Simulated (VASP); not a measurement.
# Mg3NO3 in VASP: single point with PBE

Aim: the single point of Mg3NO3 with PBE.

Program: VASP 6.6.1. These are calculated values, not measurements. Logs are shortened: lines on timing, memory, paths and dates and some standing lists are left out, and cuts for length are marked.

### Step 1. The cell of the first run

The cell holds a slab with vacuum, 7 atoms: a = 3.009 Å, b = 3.009 Å, c = 19.780 Å, α = 90.00°, β = 90.00°, γ = 90.00°.

### Step 2. Single point, PBE, collinear spin, ferromagnetic start

File INCAR:

```
  PREC = Accurate
  ENCUT = 520
  EDIFF = 1E-7
  ISMEAR = 0
  SIGMA = 0.05
  LREAL = False
  LASPH = True
  NELM = 150
  ALGO = Normal
  ISIF = 2
  LWAVE = False
  LCHARG = False
  ISPIN = 2
  MAGMOM = 0 0 0 0 0 0 3
  LORBIT = 11
  LDIPOL = True
  IDIPOL = 3
  DIPOL = 0.5 0.5 0.335
  GGA = PE
  NBANDS = 28
```

File KPOINTS:

```
regular mesh
0
Gamma
  9 9 1
```

File POSCAR:

```
Mg3NO3
1.0
    3.0085896333      0.0000000000      0.0000000000
    0.0000000000      3.0085896333      0.0000000000
    0.0000000000      0.0000000000     19.7799623295
Mg O N
3 3 1
Direct
    0.5000000000      0.5000000000      0.2022248543
    0.0000000000      0.0000000000      0.3100331114
    0.5000000000      0.5000000000      0.4161289115
    0.0000000000      0.0000000000      0.2022248543
    0.5000000000      0.5000000000      0.3095409233
    0.0000000000      0.0000000000      0.4186035439
    0.1250000000      0.2500000000      0.4890808247
```

Potentials or basis: VASP PAW PBE potentials, release 64 (Mg, O, N).

Launch:

```console
$ cat potpaw_PBE.64/Mg/POTCAR potpaw_PBE.64/O/POTCAR potpaw_PBE.64/N/POTCAR > POTCAR
$ mpirun -np 1 vasp_std > vasp.out
```

OUTCAR:

```text
PREC = Accurate
   ENCUT = 520
   EDIFF = 1E-7
   ISMEAR = 0
   LREAL = False
   LASPH = True
   NELM = 150
   ISIF = 2
   ISPIN = 2
   LORBIT = 11
   GGA = PE

 ion  position               nearest neighbor table
   1  0.500  0.500  0.202-   5 2.12   4 2.13   4 2.13   4 2.13   4 2.13   2 3.01   2 3.01   2 3.01
                             2 3.01
   2  0.000  0.000  0.310-   5 2.13   5 2.13   5 2.13   5 2.13   4 2.13   6 2.15   3 2.99   3 2.99
                             3 2.99   3 2.99   1 3.01   1 3.01   1 3.01   1 3.01
   3  0.500  0.500  0.416-   7 1.98   5 2.11   6 2.13   6 2.13   6 2.13   6 2.13   7 2.49   2 2.99
                             2 2.99   2 2.99   2 2.99
   4  0.000  0.000  0.202-   1 2.13   1 2.13   1 2.13   1 2.13   2 2.13
   5  0.500  0.500  0.310-   3 2.11   1 2.12   2 2.13   2 2.13   2 2.13   2 2.13
   6  0.000  0.000  0.419-   7 1.63   3 2.13   3 2.13   3 2.13   3 2.13   2 2.15
   7  0.125  0.250  0.489-   6 1.63   3 1.98   3 2.49

  LATTYP: Found a simple tetragonal cell.
 ALAT       =     3.0085896333
 C/A-ratio  =     6.5744966048

  Lattice vectors:

 A1 = (   3.0085896333,   0.0000000000,   0.0000000000)
 A2 = (   0.0000000000,   3.0085896333,   0.0000000000)
 A3 = (   0.0000000000,   0.0000000000,  19.7799623295)

Analysis of symmetry for initial positions (statically):
=====================================================================
 Subroutine PRICEL returns:
 Original cell was already a primitive cell.

 Routine SETGRP: Setting up the symmetry group for a
 simple tetragonal supercell.

 Subroutine GETGRP returns: Found  1 space group operations
 (whereof  1 operations were pure point group operations)
 out of a pool of 16 trial point group operations.

The static configuration has the point symmetry C_1 .

Analysis of symmetry for dynamics (positions and initial velocities):
=====================================================================
 Subroutine PRICEL returns:
 Original cell was already a primitive cell.

 Routine SETGRP: Setting up the symmetry group for a
 simple tetragonal supercell.

 Subroutine GETGRP returns: Found  1 space group operations
 (whereof  1 operations were pure point group operations)
 out of a pool of 16 trial point group operations.

The dynamic configuration has the point symmetry C_1 .

Analysis of structural, dynamic, and magnetic symmetry:
=====================================================================
 Subroutine PRICEL returns:
 Original cell was already a primitive cell.

 Routine SETGRP: Setting up the symmetry group for a
 simple tetragonal supercell.

 Subroutine GETGRP returns: Found  1 space group operations
 (whereof  1 operations were pure point group operations)
 out of a pool of 16 trial point group operations.

The overall configuration has the point symmetry C_1 .

 Subroutine INISYM returns: Found  1 space group operations
 (whereof  1 operations are pure point group operations),
 and found     1 'primitive' translations

----------------------------------------------------------------------------------------

                                     Primitive cell

  volume of cell :     179.0405

  direct lattice vectors                    reciprocal lattice vectors
     3.008589633  0.000000000  0.000000000     0.332381654  0.000000000  0.000000000
     0.000000000  3.008589633  0.000000000     0.000000000  0.332381654  0.000000000
     0.000000000  0.000000000 19.779962330     0.000000000  0.000000000  0.050556214

  length of vectors
     3.008589633  3.008589633 19.779962330     0.332381654  0.332381654  0.050556214

  position of ions in fractional coordinates (direct lattice)
     0.500000000  0.500000000  0.202224854
     0.000000000  0.000000000  0.310033111
     0.500000000  0.500000000  0.416128912
     0.000000000  0.000000000  0.202224854
     0.500000000  0.500000000  0.309540923
     0.000000000  0.000000000  0.418603544
     0.125000000  0.250000000  0.489080825

  ion indices of the primitive-cell ions
   primitive index   ion index
                 1           1
                 2           2
                 3           3
                 4           4
                 5           5
[... 63 lines left out ...]
   NGXF,Y,Z  is equivalent  to a cutoff of  26.52, 26.52, 25.21 a.u.
 SYSTEM =  unknown system
   PREC   = accura    normal or accurate (medium, high low for compatibility)
   ISTART =      0    job   : 0-new  1-cont  2-samecut
   ICHARG =      2    charge: 1-file 2-atom 10-const
   ISPIN  =      2    spin polarized calculation?
   LNONCOLLINEAR =      F non collinear calculations
   LSORBIT =      F    spin-orbit coupling
   LASPH  =      T    aspherical Exc in radial PAW
   ENCUT  =  520.0 eV  38.22 Ry    6.18 a.u.   5.59  5.59 36.78*2*pi/ulx,y,z
   NELM   =    150;   NELMIN=  2; NELMDL= -5     # of ELM steps
   EDIFF  = 0.1E-06   stopping-criterion for ELM
   LREAL  =      F    real-space projection
   EDIFFG = 0.1E-05   stopping-criterion for IOM
   NSW    =      0    number of steps for IOM
   IBRION =     -1    ionic relax: 0-MD 1-quasi-New 2-CG
   NFREE  =      0    steps in history (QN), initial steepest desc. (CG)
   ISIF   =      2    stress and relaxation
   ISYM   =      2    0-nonsym 1-usesym 2-fastsym
   POTIM  = 0.5000    time-step for ionic-motion
   TEBEG  =    0.0;   TEEND  =   0.0 temperature during run
   PSTRESS=    0.0 pullay stress
   NELECT =      29.0000    total number of electrons
   NUPDOWN=      -1.0000    fix difference up-down
   EMIN   =  10.00;   EMAX   =-10.00  energy-range for DOS
   EFERMI =   0.00;   METHOD = LEGACY
   ISMEAR =     0;   SIGMA  =   0.05  broadening in eV -4-tet -1-fermi 0-gaus
   EFERMI_NEDOS =   21; number of points for ismear=-14 and -15
   IALGO  =     38    algorithm
   IMIX   =      4    mixing-type and parameters
     AMIX     =   0.40;   BMIX     =  1.00
     AMIX_MAG =   1.60;   BMIX_MAG =  1.00
  volume/ion in A,a.u.               =      25.58       172.60
  Fermi-wavevector in a.u.,A,eV,Ry     =   0.892395  1.686382 10.835251  0.796369
  Thomas-Fermi vector in A             =   2.014338
   LORBIT       =     11    0 simple, 1 ext, 2 COOP (PROOUT), +10 PAW based schemes
   GGA     = PE    functional components
   LHFCALC =     F    Hartree Fock is set to
   AEXX    =    0.0000 exact exchange contribution
   IVDW    =     0    specifies the selected vdW correction
   LEPSILON=     F    determine dielectric tensor
   LRPA    =     F    only Hartree local field effects (RPA)
 spin polarized calculation
 Gauss-broadening in eV      SIGMA  =   0.05
  energy-cutoff  :      520.00
  volume of cell :      179.04
 maximum number of plane-waves:      4849
   NGX = 11   NGY = 11   NGZ = 73

 dipolmoment           0.000000      0.000000     -0.000003 electrons x Angstroem

 number of electron      29.0000005 magnetization       1.0311645

 dipolmoment           0.000000      0.000000      0.260230 electrons x Angstroem

 Free energy of the ion-electron system (eV)
  ---------------------------------------------------
  ext. energy  EPLUGINS =         0.00000000
  ---------------------------------------------------
  free energy    TOTEN  =       -37.87833638 eV

  energy without entropy =      -37.87685942  energy(sigma->0) =      -37.87759790

 E-fermi :  -0.3613     XC(G=0):  -4.9170

 val. band max:       -0.3628579524   @ k =   0.0000   0.2222   0.0000
 cond. band min:      -0.3109262094   @ k =   0.0000   0.1111   0.0000
 fundamental gap:      0.0519317430
 Fermi energy:        -0.3613002552

 spin component 1

 k-point     1 :       0.0000    0.0000    0.0000
  band No.  band energies     occupation
      1     -21.8923      1.00000
      2     -20.8499      1.00000
      3     -19.8984      1.00000
      4     -13.9283      1.00000
      5      -7.6048      1.00000
      6      -6.3170      1.00000
[... 685 lines left out ...]
     25       7.7699      0.00000
     26       8.4000      0.00000

 [... further k-points ...]

 spin component 2

 k-point     1 :       0.0000    0.0000    0.0000
  band No.  band energies     occupation
      1     -21.7149      1.00000
      2     -20.8257      1.00000
      3     -19.8963      1.00000
      4     -12.8753      1.00000
      5      -7.5244      1.00000
      6      -6.1058      1.00000
[... 685 lines left out ...]
     25       7.8267      0.00000
     26       8.3999      0.00000

 [... further k-points ...]

 [bands above 26 left out]

------------------------ aborting loop because EDIFF is reached ----------------------------------------

 vacuum level on the upper side and lower side of the slab       (xc-potential included)         2.327        -2.864

  FORCE on cell =-STRESS in cart. coord.  units (eV):
  Direction    XX          YY          ZZ          XY          YZ          ZX
  --------------------------------------------------------------------------------------
  -------------------------------------------------------------------------------------
  Total       -0.5156306     -0.0278383      0.1574586      0.1909466     -1.8126124     -1.5165583
  in kB       -4.6142156     -0.2491163      1.4090472      1.7087206    -16.2204973    -13.5712023
  external PRESSURE =      -1.1514282 kB  Pullay stress =       0.0000000 kB

 VOLUME and BASIS-vectors are now :
 -----------------------------------------------------------------------------
  energy-cutoff  :      520.00
  volume of cell :      179.04
      direct lattice vectors                 reciprocal lattice vectors
     3.008589633  0.000000000  0.000000000     0.332381654  0.000000000  0.000000000
     0.000000000  3.008589633  0.000000000     0.000000000  0.332381654  0.000000000
     0.000000000  0.000000000 19.779962330     0.000000000  0.000000000  0.050556214

 POSITION                                       TOTAL-FORCE (eV/Angst)
 -----------------------------------------------------------------------------------
      1.50429      1.50429      4.00000         0.001426      0.002089      0.158992
      0.00000      0.00000      6.13244         0.049683      0.079358     -0.447081
      1.50429      1.50429      8.23101         0.898573      0.645533      1.350994
      0.00000      0.00000      4.00000         0.002644      0.003724     -0.155002
      1.50429      1.50429      6.12271         0.065280      0.097340      0.332944
      0.00000      0.00000      8.27996        -0.152545      0.156650     -1.281099
      0.37607      0.75215      9.67400        -0.865061     -0.984694      0.040253
 -----------------------------------------------------------------------------------
    total drift:                                0.000258      0.000298     -0.001556

  FREE ENERGIE OF THE ION-ELECTRON SYSTEM (eV)
  ---------------------------------------------------
  free  energy   TOTEN  =       -37.8783363769 eV

  energy  without entropy=      -37.8768594173  energy(sigma->0) =      -37.87759790

 vacuum level on the upper side and lower side of the slab         6.317         0.993

 total charge

# of ion       s       p       d       tot
------------------------------------------
    1        0.142   0.149   0.061   0.352
    2        0.146   0.169   0.073   0.387
    3        0.157   0.184   0.081   0.422
    4        1.544   3.491   0.000   5.035
    5        1.544   3.541   0.000   5.085
    6        1.555   3.477   0.000   5.032
    7        1.355   2.081   0.000   3.436
--------------------------------------------------
tot          6.442  13.091   0.215  19.749

 magnetization (x)

# of ion       s       p       d       tot
------------------------------------------
    1       -0.000   0.000   0.000  -0.000
    2       -0.000  -0.000   0.000  -0.000
    3       -0.001   0.002   0.005   0.005
    4       -0.000  -0.000   0.000  -0.000
    5       -0.000   0.001   0.000   0.001
    6        0.001   0.050   0.000   0.051
    7        0.017   0.645   0.000   0.662
--------------------------------------------------
tot          0.017   0.697   0.005   0.718
```

Run time: 14 min. Hardware: 1 thread of Intel Xeon Platinum 8259CL at 2.50GHz (Skylake/Cascade Lake), shared host; peak memory 0.54 GiB.

Results:

* Free energy: -37.8783 eV
* Largest force: 1.746 eV/Å
* Band gap on the k mesh: zero (filled and empty bands overlap)
* Net moment: 1.03 μB per cell
* Site moments: Mg -0.00, +0.01 (each value once); O -0.00, +0.00, +0.05; N +0.66 μB
* Valence electrons inside the program's atomic spheres: Mg 0.35, 0.39, 0.42; O 5.04, 5.08, 5.03; N 3.44

Forces in eV/Å, atoms in the order of the input:
```
Mg   0.001  0.002  0.159
Mg   0.050  0.079 -0.447
Mg   0.899  0.646  1.351
O    0.003  0.004 -0.155
O    0.065  0.097  0.333
O   -0.153  0.157 -1.281
N   -0.865 -0.985  0.040
```

The gap in the log of VASP goes by the Fermi energy; the results here count the filled bands.